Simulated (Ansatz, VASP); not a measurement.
# One calculation of Bi, two programs

```xyz
4
Lattice="2.2608 -6.4215 0.0000 2.2608 6.4215 0.0000 0.0000 0.0000 5.0785" Properties=species:S:1:pos:R:3 pbc="T T T"
Bi    2.2608    4.9238    4.8428
Bi    2.2608   -1.4978    2.7749
Bi    2.2608   -4.9238    0.2357
Bi    2.2608    1.4978    2.3035
```

Alike in both runs: functional r2SCAN; k mesh 8 × 8 × 8; occupations gaussian, width 0.01 eV; no spin polarisation.

Ansatz relaxed the structure, and its values are those at the end. VASP's run is a single point on that final structure, the one shown.

|  | VASP | Ansatz |
| --- | --- | --- |
| version | VASP 6.6.1 | Ansatz 0.2.0 |
| potentials or method | VASP PAW PBE potentials, release 64 (Bi_d), cutoff 520 eV | scalar-relativistic, plane waves, PAW |
| valence electrons in the cell | 60 | 60 |

```csv
,VASP,Ansatz,Ansatz less VASP
gap on the k mesh at the Fermi level (eV),none,none,-
pressure (GPa),0.0,0.0,+0.04
rms of the force components (eV/Å),0.005,0.002,-0.0026
```

VASP's potentials were made for PBE, not for r2SCAN. A gap of «none» marks a metal or a gap that the smearing closes. With one functional, cell and mesh, what is left measures potentials, basis and numerics.

Spin-orbit coupling is off throughout.
